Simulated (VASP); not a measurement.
# BaTiO3 (Pm-3m) in VASP: notebook

BaTiO3 is run at these levels: PBEsol+U; tasks: single point.

All numbers are computed with VASP 6.6.1; they aren't measurements. Logs are shortened: lines on timing, memory, paths and dates and some standing lists are left out, and cuts for length are marked.

### 1 The cell of the first run

It takes space group Pm-3m (No. 221, cubic). Conventional cell: a = 4.006 Å, b = 4.006 Å, c = 4.006 Å, α = 90.00°, β = 90.00°, γ = 90.00°. Within 3.7 Å of Ba (site symmetry m-3m) lie 12 O at 2.83 Å and 8 Ti at 3.47 Å. Within 2.7 Å of Ti (site symmetry m-3m) lie 6 O at 2.00 Å. O (site symmetry 4/mmm) has 2 Ti at 2.00 Å within 2.7 Å.

### 2 Single point, PBEsol+U

Input file INCAR:

```
SYSTEM = BaTiO3
ALGO = Normal
EDIFF = 1E-6
ENCUT = 910
GGA = PS
GGA_COMPAT = .False.
ISIF = 2
ISMEAR = -1
LASPH = .True.
LCHARG = .False.
LDAU = .True.
LDAUJ = 0 0 0
LDAUL = -1 2 -1
LDAUPRINT = 1
LDAUTYPE = 2
LDAUU = 0 1 0
LMAXMIX = 4
LREAL = .False.
LWAVE = .False.
NBANDS = 28
NELM = 200
PREC = Accurate
SIGMA = 0.05
```

Input file KPOINTS:

```
k-points
0
Gamma
  7 7 7
  0 0 0
```

Input file POSCAR:

```
BaTiO3
1.0
    4.0060000000      0.0000000000      0.0000000000
    0.0000000000      4.0060000000      0.0000000000
    0.0000000000      0.0000000000      4.0060000000
Ba Ti O
1 1 3
Direct
    0.5000000000      0.5000000000      0.5000000000
    0.0000000000      0.0000000000      0.0000000000
    0.0000000000      0.0000000000      0.5000000000
    0.0000000000      0.5000000000      0.0000000000
    0.5000000000      0.0000000000      0.0000000000
```

Potentials or basis: VASP PAW PBE potentials, release 64 (Ba_sv, Ti_sv, O_h).

Command:

```console
cat potpaw_PBE.64/Ba_sv/POTCAR potpaw_PBE.64/Ti_sv/POTCAR potpaw_PBE.64/O_h/POTCAR > POTCAR
mpirun -np 1 vasp_std > vasp.out
```

OUTCAR:

```text
SYSTEM = BaTiO3
   EDIFF = 1E-6
   ENCUT = 910
   GGA = PS
   ISIF = 2
   ISMEAR = -1
   LASPH = .True.
   LREAL = .False.
   NELM = 200
   PREC = Accurate

 ion  position               nearest neighbor table
   1  0.500  0.500  0.500-   3 2.83   4 2.83   5 2.83   4 2.83   5 2.83   3 2.83   5 2.83   5 2.83
                             3 2.83   4 2.83   4 2.83   3 2.83   2 3.47   2 3.47   2 3.47   2 3.47
   2  0.000  0.000  0.000-   3 2.00   4 2.00   5 2.00   3 2.00   4 2.00   5 2.00   1 3.47   1 3.47
                             1 3.47   1 3.47   1 3.47   1 3.47   1 3.47   1 3.47
   3  0.000  0.000  0.500-   2 2.00   2 2.00   1 2.83   1 2.83   1 2.83   1 2.83
   4  0.000  0.500  0.000-   2 2.00   2 2.00   1 2.83   1 2.83   1 2.83   1 2.83
   5  0.500  0.000  0.000-   2 2.00   2 2.00   1 2.83   1 2.83   1 2.83   1 2.83

  LATTYP: Found a simple cubic cell.
 ALAT       =     4.0060000000

  Lattice vectors:

 A1 = (   4.0060000000,   0.0000000000,   0.0000000000)
 A2 = (   0.0000000000,   4.0060000000,   0.0000000000)
 A3 = (   0.0000000000,   0.0000000000,   4.0060000000)

Analysis of symmetry for initial positions (statically):
=====================================================================
 Subroutine PRICEL returns:
 Original cell was already a primitive cell.

 Routine SETGRP: Setting up the symmetry group for a
 simple cubic supercell.

 Subroutine GETGRP returns: Found 48 space group operations
 (whereof 48 operations were pure point group operations)
 out of a pool of 48 trial point group operations.

The static configuration has the point symmetry O_h .

Analysis of symmetry for dynamics (positions and initial velocities):
=====================================================================
 Subroutine PRICEL returns:
 Original cell was already a primitive cell.

 Routine SETGRP: Setting up the symmetry group for a
 simple cubic supercell.

 Subroutine GETGRP returns: Found 48 space group operations
 (whereof 48 operations were pure point group operations)
 out of a pool of 48 trial point group operations.

The dynamic configuration has the point symmetry O_h .

 Subroutine INISYM returns: Found 48 space group operations
 (whereof 48 operations are pure point group operations),
 and found     1 'primitive' translations

----------------------------------------------------------------------------------------

                                     Primitive cell

  volume of cell :      64.2884

  direct lattice vectors                    reciprocal lattice vectors
     4.006000000  0.000000000  0.000000000     0.249625562  0.000000000  0.000000000
     0.000000000  4.006000000  0.000000000     0.000000000  0.249625562  0.000000000
     0.000000000  0.000000000  4.006000000     0.000000000  0.000000000  0.249625562

  length of vectors
     4.006000000  4.006000000  4.006000000     0.249625562  0.249625562  0.249625562

  position of ions in fractional coordinates (direct lattice)
     0.500000000  0.500000000  0.500000000
     0.000000000  0.000000000  0.000000000
     0.000000000  0.000000000  0.500000000
     0.000000000  0.500000000  0.000000000
     0.500000000  0.000000000  0.000000000

  ion indices of the primitive-cell ions
   primitive index   ion index
                 1           1
                 2           2
                 3           3
                 4           4
                 5           5

----------------------------------------------------------------------------------------

 KPOINTS: k-points

Automatic generation of k-mesh.
 Grid dimensions read from file:
 generate k-points for:    7    7    7

 Generating k-lattice:

[... 46 lines left out ...]
 SYSTEM =  BaTiO3
   PREC   = accura    normal or accurate (medium, high low for compatibility)
   ISTART =      0    job   : 0-new  1-cont  2-samecut
   ICHARG =      2    charge: 1-file 2-atom 10-const
   ISPIN  =      1    spin polarized calculation?
   LNONCOLLINEAR =      F non collinear calculations
   LSORBIT =      F    spin-orbit coupling
   LASPH  =      T    aspherical Exc in radial PAW
   ENCUT  =  910.0 eV  66.88 Ry    8.18 a.u.   9.85  9.85  9.85*2*pi/ulx,y,z
   NELM   =    200;   NELMIN=  2; NELMDL= -5     # of ELM steps
   EDIFF  = 0.1E-05   stopping-criterion for ELM
   LREAL  =      F    real-space projection
   EDIFFG = 0.1E-04   stopping-criterion for IOM
   NSW    =      0    number of steps for IOM
   IBRION =     -1    ionic relax: 0-MD 1-quasi-New 2-CG
   NFREE  =      0    steps in history (QN), initial steepest desc. (CG)
   ISIF   =      2    stress and relaxation
   ISYM   =      2    0-nonsym 1-usesym 2-fastsym
   POTIM  = 0.5000    time-step for ionic-motion
   TEBEG  =    0.0;   TEEND  =   0.0 temperature during run
   PSTRESS=    0.0 pullay stress
   NELECT =      40.0000    total number of electrons
   NUPDOWN=      -1.0000    fix difference up-down
   EMIN   =  10.00;   EMAX   =-10.00  energy-range for DOS
   EFERMI =   0.00;   METHOD = LEGACY
   ISMEAR =    -1;   SIGMA  =   0.05  broadening in eV -4-tet -1-fermi 0-gaus
   EFERMI_NEDOS =   21; number of points for ismear=-14 and -15
   IALGO  =     38    algorithm
   IMIX   =      4    mixing-type and parameters
     AMIX     =   0.40;   BMIX     =  1.00
     AMIX_MAG =   1.60;   BMIX_MAG =  1.00
  volume/ion in A,a.u.               =      12.86        86.77
  Fermi-wavevector in a.u.,A,eV,Ry     =   1.397603  2.641087 26.576187  1.953295
  Thomas-Fermi vector in A             =   2.520843
   LORBIT       =      0    0 simple, 1 ext, 2 COOP (PROOUT), +10 PAW based schemes
 LDA+U is selected, type is set to LDAUTYPE =  2
   angular momentum for each species LDAUL =    -1    2   -1
   U (eV)           for each species LDAUU =   0.0  1.0  0.0
   J (eV)           for each species LDAUJ =   0.0  0.0  0.0
   GGA     = PS    functional components
   LHFCALC =     F    Hartree Fock is set to
   AEXX    =    0.0000 exact exchange contribution
   IVDW    =     0    specifies the selected vdW correction
   LEPSILON=     F    determine dielectric tensor
   LRPA    =     F    only Hartree local field effects (RPA)
 non-spin polarized calculation
  energy-cutoff  :      910.00
  volume of cell :       64.29
 maximum number of plane-waves:      4024
 NGX is ok and might be reduce to    40
   NGX = 19   NGY = 19   NGZ = 19

atom =   2  type =  2  l = 2

 onsite density matrix

spin component  1

  0.1197  0.0000 -0.0000 -0.0000  0.0000
  0.0000  0.1197 -0.0000  0.0000  0.0000
 -0.0000 -0.0000  0.2440  0.0000  0.0000
 -0.0000  0.0000  0.0000  0.1197 -0.0000
  0.0000  0.0000  0.0000 -0.0000  0.2440

spin component  2

  0.1197  0.0000 -0.0000 -0.0000  0.0000
  0.0000  0.1197 -0.0000  0.0000  0.0000
 -0.0000 -0.0000  0.2440  0.0000  0.0000
 -0.0000  0.0000  0.0000  0.1197 -0.0000
  0.0000  0.0000  0.0000 -0.0000  0.2440

 occupancies and eigenvectors

  o =  0.1197  v =  0.0000 -0.6217 -0.0000 -0.7832 -0.0000  0.0000  0.0000  0.0000  0.0000  0.0000      0.0000  0.0000  0.0000  0.0000  0.0000  0.0000  0.0000  0.0000  0.0000  0.0000
  o =  0.1197  v =  0.0000  0.0000  0.0000  0.0000  0.0000  0.0000 -0.6217 -0.0000 -0.7832 -0.0000      0.0000  0.0000  0.0000  0.0000  0.0000  0.0000  0.0000  0.0000  0.0000  0.0000
  o =  0.1197  v =  0.0000  0.7832  0.0000 -0.6217  0.0000  0.0000  0.0000  0.0000  0.0000  0.0000      0.0000  0.0000  0.0000  0.0000  0.0000  0.0000  0.0000  0.0000  0.0000  0.0000
  o =  0.1197  v =  0.0000  0.0000  0.0000  0.0000  0.0000  0.0000  0.7832  0.0000 -0.6217  0.0000      0.0000  0.0000  0.0000  0.0000  0.0000  0.0000  0.0000  0.0000  0.0000  0.0000
  o =  0.1197  v =  1.0000  0.0000  0.0000  0.0000  0.0000  0.0000  0.0000  0.0000  0.0000  0.0000      0.0000  0.0000  0.0000  0.0000  0.0000  0.0000  0.0000  0.0000  0.0000  0.0000
  o =  0.1197  v =  0.0000  0.0000  0.0000  0.0000  0.0000  1.0000  0.0000  0.0000  0.0000  0.0000      0.0000  0.0000  0.0000  0.0000  0.0000  0.0000  0.0000  0.0000  0.0000  0.0000
  o =  0.2440  v =  0.0000  0.0000  0.0000  0.0000  0.0000  0.0000 -0.0000  0.9993 -0.0000  0.0379      0.0000  0.0000  0.0000  0.0000  0.0000  0.0000  0.0000  0.0000  0.0000  0.0000
  o =  0.2440  v =  0.0000 -0.0000  0.9993 -0.0000  0.0379  0.0000  0.0000  0.0000  0.0000  0.0000      0.0000  0.0000  0.0000  0.0000  0.0000  0.0000  0.0000  0.0000  0.0000  0.0000
  o =  0.2440  v =  0.0000  0.0000  0.0000  0.0000  0.0000  0.0000 -0.0000 -0.0379 -0.0000  0.9993      0.0000  0.0000  0.0000  0.0000  0.0000  0.0000  0.0000  0.0000  0.0000  0.0000
  o =  0.2440  v =  0.0000 -0.0000 -0.0379 -0.0000  0.9993  0.0000  0.0000  0.0000  0.0000  0.0000      0.0000  0.0000  0.0000  0.0000  0.0000  0.0000  0.0000  0.0000  0.0000  0.0000

 number of electron      40.0000008 magnetization

 Free energy of the ion-electron system (eV)
  ---------------------------------------------------
  ext. energy  EPLUGINS =         0.00000000
  ---------------------------------------------------
  free energy    TOTEN  =       -41.30219851 eV

  energy without entropy =      -41.30219851  energy(sigma->0) =      -41.30219851

 E-fermi :   4.9624     XC(G=0): -11.5099

 val. band max:        3.9987251110   @ k =   0.4286   0.4286   0.4286
 cond. band min:       5.8668175198   @ k =   0.0000   0.0000   0.0000
 fundamental gap:      1.8680924088
 Fermi energy:         4.9623970734

 k-point     1 :       0.0000    0.0000    0.0000
  band No.  band energies     occupation
      1     -52.5887      2.00000
      2     -28.8983      2.00000
      3     -28.8983      2.00000
      4     -28.8983      2.00000
      5     -20.7013      2.00000
      6     -12.7621      2.00000
[... 609 lines left out ...]
     27      11.6247      0.00000
     28      11.6247      0.00000

------------------------ aborting loop because EDIFF is reached ----------------------------------------

  FORCE on cell =-STRESS in cart. coord.  units (eV):
  Direction    XX          YY          ZZ          XY          YZ          ZX
  --------------------------------------------------------------------------------------
  -------------------------------------------------------------------------------------
  Total       -0.9483659     -0.9483659     -0.9483659      0.0000000      0.0000000     -0.0000000
  in kB      -23.6348941    -23.6348941    -23.6348941      0.0000000      0.0000000     -0.0000000
  external PRESSURE =     -23.6348941 kB  Pullay stress =       0.0000000 kB

 VOLUME and BASIS-vectors are now :
 -----------------------------------------------------------------------------
  energy-cutoff  :      910.00
  volume of cell :       64.29
      direct lattice vectors                 reciprocal lattice vectors
     4.006000000  0.000000000  0.000000000     0.249625562  0.000000000  0.000000000
     0.000000000  4.006000000  0.000000000     0.000000000  0.249625562  0.000000000
     0.000000000  0.000000000  4.006000000     0.000000000  0.000000000  0.249625562

 POSITION                                       TOTAL-FORCE (eV/Angst)
 -----------------------------------------------------------------------------------
      2.00300      2.00300      2.00300         0.000000      0.000000      0.000000
      0.00000      0.00000      0.00000         0.000000      0.000000      0.000000
      0.00000      0.00000      2.00300         0.000000      0.000000      0.000000
      0.00000      2.00300      0.00000         0.000000      0.000000      0.000000
      2.00300      0.00000      0.00000         0.000000      0.000000      0.000000
 -----------------------------------------------------------------------------------
    total drift:                                0.000000      0.000000     -0.000000

  FREE ENERGIE OF THE ION-ELECTRON SYSTEM (eV)
  ---------------------------------------------------
  free  energy   TOTEN  =       -41.3021985097 eV

  energy  without entropy=      -41.3021985084  energy(sigma->0) =      -41.30219851
```

Run time: 38 s. Hardware: 1 thread of Intel Xeon 6975P-C (Granite Rapids), shared host; peak memory 0.28 GiB.

What came out:

* Free energy: -41.3022 eV
* Pressure: -2.4 GPa
* Band gap on the k mesh: 1.87 eV, indirect (least direct gap 1.96 eV)

Eigenvalues of the final occupation matrices:
| site | spin | trace | eigenvalues |
| --- | --- | --- | --- |
| site 2 d | 1 | 0.85 | 0.12 0.12 0.12 0.24 0.24 |
| site 2 d | 2 | 0.85 | 0.12 0.12 0.12 0.24 0.24 |

Caveat: the cutoff is under 1.25 times the usual one of these potentials, so pressure, stress and relaxed cells hold a basis-set (Pulay) error; the PAW data sets were made with another functional, which shifts forces and pressure a little; spin-orbit coupling is left out, which moves the levels of the heavy elements. A k mesh can miss the band edges.

### 3 Single point, PBEsol+U

Input file INCAR:

```
ALGO = Normal
EDIFF = 1E-6
ENCUT = 910
GGA = PS
GGA_COMPAT = F
ISIF = 2
ISMEAR = -1
LASPH = T
LCHARG = F
LDAU = T
LDAUJ = 0 0 0
LDAUL = -1 2 -1
LDAUPRINT = 1
LDAUTYPE = 2
LDAUU = 0 3 0
LMAXMIX = 4
LREAL = F
LWAVE = F
NBANDS = 28
NELM = 200
PREC = Accurate
SIGMA = 0.05
```

Input file KPOINTS:

```
k-points
0
Gamma
  7 7 7
```

POSCAR is that of step 2.

Potentials or basis: VASP PAW PBE potentials, release 64 (Ba_sv, Ti_sv, O_h).

Command:

```console
cat potpaw_PBE.64/Ba_sv/POTCAR potpaw_PBE.64/Ti_sv/POTCAR potpaw_PBE.64/O_h/POTCAR > POTCAR
mpirun -np 1 vasp_std > vasp.out
```

Wall time 83 s (1 thread of Intel Xeon Platinum 8488C (Sapphire Rapids), shared host); peak memory 0.29 GiB.

Results (log left out):

- Free energy: -39.9593 eV
- Pressure: -0.9 GPa
- Band gap on the k mesh: 2.10 eV, indirect (least direct gap 2.21 eV)

Levels at points of the mesh, in eV from the valence-band top:
```csv
k point,band 18,band 19,band 20,band 21,band 22,band 23
"(0.00, 0.00, 0.00)",-0.11,-0.11,-0.11,2.10,2.10,2.10
```

Eigenvalues of the final occupation matrices:
| site | spin | trace | eigenvalues |
| --- | --- | --- | --- |
| site 2 d | 1 | 0.81 | 0.11 0.11 0.11 0.24 0.24 |
| site 2 d | 2 | 0.81 | 0.11 0.11 0.11 0.24 0.24 |

Caveat: the cutoff is under 1.25 times the usual one of these potentials, so pressure, stress and relaxed cells hold a basis-set (Pulay) error; the PAW data sets were made with another functional, which shifts forces and pressure a little; spin-orbit coupling is left out, which moves the levels of the heavy elements. A k mesh can miss the band edges.
